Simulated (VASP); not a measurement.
# KBr (Fm-3m) in VASP: a series of runs

KBr is run at these levels: PBE, r2SCAN; tasks: single point.

All numbers are computed with VASP 6.6.1; they aren't measurements. Logs are shortened: lines on timing, memory, paths and dates and some standing lists are left out, and cuts for length are marked.

**1. The cell of the first run**

It takes space group Fm-3m (No. 225, cubic). The conventional cell has a = 6.701 Å, b = 6.701 Å, c = 6.701 Å, α = 90.00°, β = 90.00°, γ = 90.00°. K (site symmetry m-3m) has 6 Br at 3.35 Å within 4.4 Å. Br (site symmetry m-3m) has 6 K at 3.35 Å within 4.4 Å.

**2. Single point, PBE**

File INCAR:

```
PREC = Accurate
ENCUT = 520
EDIFF = 1E-7
ISMEAR = 0
SIGMA = 0.01
LREAL = False
LASPH = True
NELM = 60
ALGO = Normal
ISIF = 2
LWAVE = False
LCHARG = False
GGA = PE
NBANDS = 15
```

File KPOINTS:

```
Automatic mesh
0
Gamma
  6 6 6
```

File POSCAR:

```
KBr
1.0
    0.0000000000      3.3504479108      3.3504479108
    3.3504479108      0.0000000000      3.3504479108
    3.3504479108      3.3504479108      0.0000000000
K Br
1 1
Direct
    0.0000000000      0.0000000000      0.0000000000
    0.5000000000      0.5000000000      0.5000000000
```

Potentials or basis: VASP PAW PBE potentials, release 64 (K_sv, Br).

Command:

```bash
$ cat potpaw_PBE.64/K_sv/POTCAR potpaw_PBE.64/Br/POTCAR > POTCAR
$ mpirun -np 1 vasp_std > vasp.out
```

OUTCAR:

```text
PREC = Accurate
   ENCUT = 520
   EDIFF = 1E-7
   ISMEAR = 0
   LREAL = False
   LASPH = True
   NELM = 60
   ISIF = 2
   GGA = PE

 ion  position               nearest neighbor table
   1  0.000  0.000  0.000-
   2  0.500  0.500  0.500-

  LATTYP: Found a face centered cubic cell.
 ALAT       =     6.7008958216

  Lattice vectors:

 A1 = (   0.0000000000,   3.3504479108,   3.3504479108)
 A2 = (   3.3504479108,   0.0000000000,   3.3504479108)
 A3 = (   3.3504479108,   3.3504479108,   0.0000000000)

Analysis of symmetry for initial positions (statically):
=====================================================================
 Subroutine PRICEL returns:
 Original cell was already a primitive cell.

 Routine SETGRP: Setting up the symmetry group for a
 face centered cubic supercell.

 Subroutine GETGRP returns: Found 48 space group operations
 (whereof 48 operations were pure point group operations)
 out of a pool of 48 trial point group operations.

The static configuration has the point symmetry O_h .

Analysis of symmetry for dynamics (positions and initial velocities):
=====================================================================
 Subroutine PRICEL returns:
 Original cell was already a primitive cell.

 Routine SETGRP: Setting up the symmetry group for a
 face centered cubic supercell.

 Subroutine GETGRP returns: Found 48 space group operations
 (whereof 48 operations were pure point group operations)
 out of a pool of 48 trial point group operations.

The dynamic configuration has the point symmetry O_h .

 Subroutine INISYM returns: Found 48 space group operations
 (whereof 48 operations are pure point group operations),
 and found     1 'primitive' translations

----------------------------------------------------------------------------------------

                                     Primitive cell

  volume of cell :      75.2209

  direct lattice vectors                    reciprocal lattice vectors
     0.000000000  3.350447911  3.350447911    -0.149233778  0.149233778  0.149233778
     3.350447911  0.000000000  3.350447911     0.149233778 -0.149233778  0.149233778
     3.350447911  3.350447911  0.000000000     0.149233778  0.149233778 -0.149233778

  length of vectors
     4.738248875  4.738248875  4.738248875     0.258480486  0.258480486  0.258480486

[... 78 lines left out ...]
   ISYM   =      2    0-nonsym 1-usesym 2-fastsym
   POTIM  = 0.5000    time-step for ionic-motion
   TEBEG  =    0.0;   TEEND  =   0.0 temperature during run
   PSTRESS=    0.0 pullay stress
   NELECT =      16.0000    total number of electrons
   NUPDOWN=      -1.0000    fix difference up-down
   EMIN   =  10.00;   EMAX   =-10.00  energy-range for DOS
   EFERMI =   0.00;   METHOD = LEGACY
   ISMEAR =     0;   SIGMA  =   0.01  broadening in eV -4-tet -1-fermi 0-gaus
   EFERMI_NEDOS =   21; number of points for ismear=-14 and -15
   IALGO  =     38    algorithm
   IMIX   =      4    mixing-type and parameters
     AMIX     =   0.40;   BMIX     =  1.00
     AMIX_MAG =   1.60;   BMIX_MAG =  1.00
  volume/ion in A,a.u.               =      37.61       253.81
  Fermi-wavevector in a.u.,A,eV,Ry     =   0.977242  1.846719 12.993580  0.955001
  Thomas-Fermi vector in A             =   2.107924
   LORBIT       =      0    0 simple, 1 ext, 2 COOP (PROOUT), +10 PAW based schemes
   GGA     = PE    functional components
   LHFCALC =     F    Hartree Fock is set to
   AEXX    =    0.0000 exact exchange contribution
   IVDW    =     0    specifies the selected vdW correction
   LEPSILON=     F    determine dielectric tensor
   LRPA    =     F    only Hartree local field effects (RPA)
 non-spin polarized calculation
 Gauss-broadening in eV      SIGMA  =   0.01
  energy-cutoff  :      520.00
  volume of cell :       75.22
 maximum number of plane-waves:      2085
   NGX = 17   NGY = 17   NGZ = 17

 number of electron      16.0000000 magnetization

 Free energy of the ion-electron system (eV)
  ---------------------------------------------------
  ext. energy  EPLUGINS =         0.00000000
  ---------------------------------------------------
  free energy    TOTEN  =        -6.22355960 eV

  energy without entropy =       -6.22355960  energy(sigma->0) =       -6.22355960

 E-fermi :  -1.7978     XC(G=0):  -7.1905

 val. band max:       -1.9148441885   @ k =   0.0000   0.0000   0.0000
 cond. band min:       2.4000844395   @ k =   0.0000   0.0000   0.0000
 fundamental gap:      4.3149286280
 Fermi energy:        -1.7977918425

 k-point     1 :       0.0000    0.0000    0.0000
  band No.  band energies     occupation
      1     -29.7960      2.00000
      2     -14.1540      2.00000
      3     -13.2697      2.00000
      4     -13.2697      2.00000
      5     -13.2697      2.00000
      6      -1.9148      2.00000
      7      -1.9148      2.00000
      8      -1.9148      2.00000
      9       2.4001      0.00000
     10       5.6757      0.00000
     11       5.6757      0.00000
     12       5.6757      0.00000
     13       6.4709      0.00000
     14       6.4709      0.00000
[... 257 lines left out ...]
      2     -14.1379      2.00000
      3     -13.3329      2.00000
      4     -13.3105      2.00000
      5     -13.2081      2.00000
      6      -2.5796      2.00000
      7      -2.3526      2.00000
      8      -2.3352      2.00000
      9       4.6787      0.00000
     10       5.8216      0.00000
     11       6.2604      0.00000
     12       7.1486      0.00000
     13       7.9520      0.00000
     14       8.7234      0.00000
     15       9.1766      0.00000

------------------------ aborting loop because EDIFF is reached ----------------------------------------

  FORCE on cell =-STRESS in cart. coord.  units (eV):
  Direction    XX          YY          ZZ          XY          YZ          ZX
  --------------------------------------------------------------------------------------
  -------------------------------------------------------------------------------------
  Total        0.0259373      0.0259373      0.0259373     -0.0000000     -0.0000000      0.0000000
  in kB        0.5524538      0.5524538      0.5524538     -0.0000000     -0.0000000      0.0000000
  external PRESSURE =       0.5524538 kB  Pullay stress =       0.0000000 kB

 VOLUME and BASIS-vectors are now :
 -----------------------------------------------------------------------------
  energy-cutoff  :      520.00
  volume of cell :       75.22
      direct lattice vectors                 reciprocal lattice vectors
     0.000000000  3.350447911  3.350447911    -0.149233778  0.149233778  0.149233778
     3.350447911  0.000000000  3.350447911     0.149233778 -0.149233778  0.149233778
     3.350447911  3.350447911  0.000000000     0.149233778  0.149233778 -0.149233778

 POSITION                                       TOTAL-FORCE (eV/Angst)
 -----------------------------------------------------------------------------------
      0.00000      0.00000      0.00000         0.000000      0.000000      0.000000
      3.35045      3.35045      3.35045        -0.000000     -0.000000     -0.000000
 -----------------------------------------------------------------------------------
    total drift:                                0.000000      0.000000      0.000000

  FREE ENERGIE OF THE ION-ELECTRON SYSTEM (eV)
  ---------------------------------------------------
  free  energy   TOTEN  =        -6.2235596033 eV

  energy  without entropy=       -6.2235596033  energy(sigma->0) =       -6.22355960
```

stdout:

```text
POSCAR found type information on POSCAR K Br
 POSCAR found :  2 types and       2 ions
 scaLAPACK will be used
 LDA part: xc-table for (Slater+PW92), standard interpolation
 POSCAR, INCAR and KPOINTS ok, starting setup
 FFT: planning ... GRIDC
 FFT: planning ... GRID_SOFT
 FFT: planning ... GRID
 WAVECAR not read
 entering main loop
```

It took 63 s on 1 thread of AMD EPYC 7R13, shared host; peak memory 0.18 GiB.

Results:

| Quantity | Value |
| --- | --- |
| Free energy | -6.2236 eV |
| Pressure | 0.1 GPa |
| Band gap on the k mesh | 4.31 eV, direct |

**3. Single point, PBE (volume changed by +3%)**

File INCAR:

```
PREC     = Accurate       # precision mode
ENCUT    = 520            # plane-wave cutoff, eV
EDIFF    = 1E-6           # SCF threshold, eV
ISMEAR   = 0              # smearing method
SIGMA    = 0.01           # smearing width, eV
LREAL    = False          # projectors in reciprocal space
LASPH    = True           # aspherical terms in the spheres
NELM     = 80             # most SCF steps
ALGO     = Normal         # electronic algorithm
ISIF     = 2              # what is computed and relaxed
LWAVE    = False          # write WAVECAR
LCHARG   = True           # write CHGCAR
GGA      = PE             # functional
LELF     = True           # ELF
LVHAR    = True         
NBANDS   = 15             # bands
```

File KPOINTS:

```
regular mesh
0
Gamma
  6 6 6
```

File POSCAR:

```
KBr
1.0
    0.0000000000      3.3836228199      3.3836228199
    3.3836228199      0.0000000000      3.3836228199
    3.3836228199      3.3836228199      0.0000000000
K Br
1 1
Direct
    0.0000000000      0.0000000000      0.0000000000
    0.5000000000      0.5000000000      0.5000000000
```

Potentials or basis: VASP PAW PBE potentials, release 64 (K_sv, Br).

Command:

```bash
$ cat potpaw_PBE.64/K_sv/POTCAR potpaw_PBE.64/Br/POTCAR > POTCAR
$ mpirun -np 1 vasp_std > vasp.out
```

Run time: 59 s. Hardware: 1 thread of AMD EPYC 7R13, shared host; peak memory 0.18 GiB.

It converged, with:

- Free energy: -6.2218 eV
- Pressure: -0.3 GPa
- Band gap on the k mesh: 4.24 eV, direct

Levels at points of the mesh, in eV from the valence-band top:
```tsv
k point	band 6	band 7	band 8	band 9	band 10	band 11
(0.00, 0.00, 0.00)	0.00	0.00	0.00	4.24	7.58	7.58
(0.50, 0.00, 0.00)	-1.04	-0.28	-0.28	6.43	7.94	9.55
(0.50, 0.50, 0.00)	-0.74	-0.26	-0.26	5.93	6.93	9.10
```

**4. Single point, PBE (volume changed by +6%)**

File INCAR:

```
SYSTEM = KBr
PREC = Accurate
ENCUT = 520
EDIFF = 1E-7
ISMEAR = 0
SIGMA = 0.01
LREAL = .FALSE.
LASPH = .TRUE.
NELM = 60
ALGO = Normal
ISIF = 2
LWAVE = .FALSE.
LCHARG = .TRUE.
GGA = PE
LELF = .TRUE.
LVHAR = .TRUE.
NBANDS = 15
```

File KPOINTS:

```
Automatic mesh
0
G
  6 6 6
  0 0 0
```

File POSCAR:

```
KBr
1.0
    0.0000000000      3.4161596507      3.4161596507
    3.4161596507      0.0000000000      3.4161596507
    3.4161596507      3.4161596507      0.0000000000
K Br
1 1
Direct
    0.0000000000      0.0000000000      0.0000000000
    0.5000000000      0.5000000000      0.5000000000
```

Command:

```bash
$ cat potpaw_PBE.64/K_sv/POTCAR potpaw_PBE.64/Br/POTCAR > POTCAR
$ mpirun -np 1 vasp_std > vasp.out
```

It took 65 s on 1 thread of AMD EPYC 7R13, shared host; peak memory 0.18 GiB.

Results (log left out):

| Item | Value |
| --- | --- |
| Free energy | -6.2151 eV |
| Pressure | -0.6 GPa |
| Band gap on the k mesh | 4.17 eV, direct |

Levels at points of the mesh, in eV from the valence-band top:
```
           k point  band 4  band 5  band 6  band 7  band 8  band 9  band 10  band 11  band 12  band 13
(0.00, 0.00, 0.00)  -11.49  -11.49    0.00    0.00    0.00    4.17     7.56     7.56     7.56     8.32
(0.50, 0.00, 0.00)  -11.49  -11.27   -0.99   -0.26   -0.26    6.36     7.83     9.47     9.47     9.74
(0.50, 0.50, 0.00)  -11.51  -11.51   -0.71   -0.25   -0.25    5.95     6.82     8.95     9.18     9.29
```

**5. Single point, r2SCAN (volume changed by -6%)**

File POSCAR:

```
KBr
1.0
    0.0000000000      3.2350230948      3.2350230948
    3.2350230948      0.0000000000      3.2350230948
    3.2350230948      3.2350230948      0.0000000000
K Br
1 1
Direct
    0.0000000000      0.0000000000      0.0000000000
    0.5000000000      0.5000000000      0.5000000000
```

File INCAR.step1:

```
SYSTEM = KBr
PREC = Accurate
ENCUT = 520
ISMEAR = 0
SIGMA = 0.01
LREAL = .FALSE.
LASPH = .TRUE.
NELM = 80
NBANDS = 15
GGA = PE
ALGO = Normal
EDIFF = 1E-4
LWAVE = .TRUE.
LCHARG = .FALSE.
```

File INCAR.step2:

```
SYSTEM = KBr
PREC = Accurate
ENCUT = 520
EDIFF = 1E-7
ISMEAR = 0
SIGMA = 0.01
LREAL = .FALSE.
LASPH = .TRUE.
NELM = 80
ALGO = Normal
ISIF = 2
LWAVE = .FALSE.
LCHARG = .TRUE.
METAGGA = R2SCAN
LMIXTAU = .TRUE.
LELF = .TRUE.
LVHAR = .TRUE.
NBANDS = 15
ISTART = 1
```

File KPOINTS:

```
regular mesh
0
G
  6 6 6
  0 0 0
```

Command:

```bash
$ cat potpaw_PBE.64/K_sv/POTCAR potpaw_PBE.64/Br/POTCAR > POTCAR
$ cp INCAR.step1 INCAR
$ mpirun -np 1 vasp_std > vasp.out
$ cp INCAR.step2 INCAR
$ mpirun -np 1 vasp_std > vasp.out
```

Run time: 5.9 min. Hardware: 1 thread of AMD EPYC 7R13, shared host; peak memory 0.2 GiB.

The run converged. Its results:

| Quantity | Value |
| --- | --- |
| Free energy | -23.2324 eV |
| Pressure | 1.2 GPa |
| Band gap on the k mesh | 5.26 eV, direct |

Levels at points of the mesh, in eV from the valence-band top:
```
           k point  band 6  band 7  band 8  band 9  band 10  band 11
(0.00, 0.00, 0.00)    0.00    0.00    0.00    5.26     8.24     8.24
(0.50, 0.00, 0.00)   -1.29   -0.38   -0.38    7.26     9.09    10.69
(0.50, 0.50, 0.00)   -0.89   -0.31   -0.31    6.28     8.26    10.30
```

Caveat: the PAW data sets were made with another functional, which shifts forces and pressure a little.

**6. Single point, r2SCAN (volume changed by -3%)**

File POSCAR:

```
KBr
1.0
    0.0000000000      3.2690784721      3.2690784721
    3.2690784721      0.0000000000      3.2690784721
    3.2690784721      3.2690784721      0.0000000000
K Br
1 1
Direct
    0.0000000000      0.0000000000      0.0000000000
    0.5000000000      0.5000000000      0.5000000000
```

File INCAR.step1:

```
  PREC = Accurate
  ENCUT = 520
  ISMEAR = 0
  SIGMA = 0.01
  LREAL = False
  LASPH = True
  NELM = 60
  NBANDS = 15
  GGA = PE
  ALGO = Normal
  EDIFF = 1E-4
  LWAVE = True
  LCHARG = False
```

File INCAR.step2:

```
  PREC = Accurate
  ENCUT = 520
  EDIFF = 1E-6
  ISMEAR = 0
  SIGMA = 0.01
  LREAL = False
  LASPH = True
  NELM = 60
  ALGO = Normal
  ISIF = 2
  LWAVE = False
  LCHARG = False
  METAGGA = R2SCAN
  LMIXTAU = True
  NBANDS = 15
  ISTART = 1
```

File KPOINTS:

```
Automatic mesh
0
Gamma
  6 6 6
```

Potentials or basis: VASP PAW PBE potentials, release 64 (K_sv, Br).

Command:

```bash
$ cat potpaw_PBE.64/K_sv/POTCAR potpaw_PBE.64/Br/POTCAR > POTCAR
$ cp INCAR.step1 INCAR
$ mpirun -np 1 vasp_std > vasp.out
$ cp INCAR.step2 INCAR
$ mpirun -np 1 vasp_std > vasp.out
```

Run time: 4.4 min. Hardware: 1 thread of AMD EPYC 7R13, shared host; peak memory 0.19 GiB.

The run converged. Its results:

```
Free energy            : -23.2445 eV
Pressure               : 0.6 GPa
Band gap on the k mesh : 5.16 eV, direct
```

Levels at points of the mesh, in eV from the valence-band top:
```
           k point  band 4  band 5  band 6  band 7  band 8  band 9  band 10  band 11  band 12  band 13
(0.00, 0.00, 0.00)  -11.53  -11.53    0.00    0.00    0.00    5.16     8.24     8.24     8.24     9.24
(0.50, 0.00, 0.00)  -11.54  -11.27   -1.22   -0.35   -0.35    7.19     8.98    10.61    10.61    10.90
(0.50, 0.50, 0.00)  -11.57  -11.57   -0.85   -0.30   -0.30    6.33     8.14    10.25    10.30    10.67
```

Caveat: the PAW data sets were made with another functional, which shifts forces and pressure a little.

**7. Overview**

```csv
level,cell,gap on the mesh (eV),pressure (GPa)
PBE,"a = 4.738 Å, angles 60.0°, 2 atoms",4.31,0.1
PBE,"a = 4.785 Å, angles 60.0°, 2 atoms",4.24,-0.3
PBE,"a = 4.831 Å, angles 60.0°, 2 atoms",4.17,-0.6
r2SCAN,"a = 4.575 Å, angles 60.0°, 2 atoms",5.26,1.2
r2SCAN,"a = 4.623 Å, angles 60.0°, 2 atoms",5.16,0.6
```

Alike in all rows: task single point; potentials or basis VASP PAW PBE potentials, release 64 (K_sv, Br); no spin polarisation; k mesh 6 × 6 × 6; cutoff (eV) 520; smearing gaussian 0.01 eV.

Caveats: the PAW data sets were made with another functional, which shifts forces and pressure a little (some runs).

Total energies depend on the potentials used, so only differences within one code and one set of settings carry meaning.
